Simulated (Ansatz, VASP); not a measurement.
**Sb: VASP beside Ansatz**

Contents of INCAR:

```
SYSTEM = Sb
  ALGO = Normal
  EDIFF = 1E-6
  ENCUT = 520
  GGA = PE
  ISIF = 2
  ISMEAR = -1
  LASPH = .TRUE.
  LCHARG = .TRUE.
  LELF = .TRUE.
  LREAL = .FALSE.
  LVHAR = .TRUE.
  LWAVE = .FALSE.
  NBANDS = 12
  NELM = 100
  PREC = Accurate
  SIGMA = 0.05
```

KPOINTS

```
k-points
0
G
  12 12 7
  0 0 0
```

Contents of POSCAR:

```
Sb
1.0
    3.3690001795      0.0000000000      0.0000000000
   -1.6845000898      2.9176397408      0.0000000000
    0.0000000000      0.0000000000      5.3833000000
Sb
2
Direct
    0.3333333333      0.6666666667      0.2500000000
    0.6666666667      0.3333333333      0.7500000000
```

Input for Ansatz:

```yaml
crystal:
  lattice:
    - [3.3690001795, 0.0, 0.0]
    - [-1.6845000898, 2.9176397408, 0.0]
    - [0.0, 0.0, 5.3833]
  atoms:
    - { symbol: Sb, position: [0.3333333333, 0.6666666667, 0.25] }
    - { symbol: Sb, position: [0.6666666667, 0.3333333333, 0.75] }
kpoints:
  mp_grid: { grid: [12, 12, 7] }
  band_path:
    path:
      - [0.0, 0.0, 0.0]
      - [0.5, 0.0, 0.0]
      - [0.3333333333, 0.3333333333, 0.0]
      - [0.0, 0.0, 0.0]
      - [0.0, 0.0, 0.5]
      - [0.5, 0.0, 0.5]
      - [0.3333333333, 0.3333333333, 0.5]
      - [0.0, 0.0, 0.5]
      - [0.5, 0.0, 0.5]
    npoints: 5
scf:
  occupations: { method: fermi_dirac, width: 0.05 }
hamiltonian:
  xc: pbe
  pseudopotentials: { kind: all_electron, lapw: { basis_error: 0.0005 } }
output:
  forces: true
  stress: true
  eigenvalues: true
```

Change from the starting cell: zz strain of +1 %.

Alike in both runs: task single point; functional PBE; k mesh 12 × 12 × 7; occupations fermi-dirac, width 0.05 eV; no spin polarisation.

|  | VASP | Ansatz |
| --- | --- | --- |
| version | VASP 6.6.1 | Ansatz 0.2.0 |
| potentials or method | VASP PAW PBE potentials, release 64 (Sb), cutoff 520 eV | all-electron LAPW, scalar-relativistic |

```csv
,VASP,Ansatz,Ansatz less VASP
pressure (GPa),2.2,2.3,+0.14
"traceless stress, the component that is largest in VASP (GPa)",-0.73,-0.72,+0.005
```

Ansatz ran all-electron here, and VASP with PAW potentials.

Neither program's run includes spin-orbit coupling.
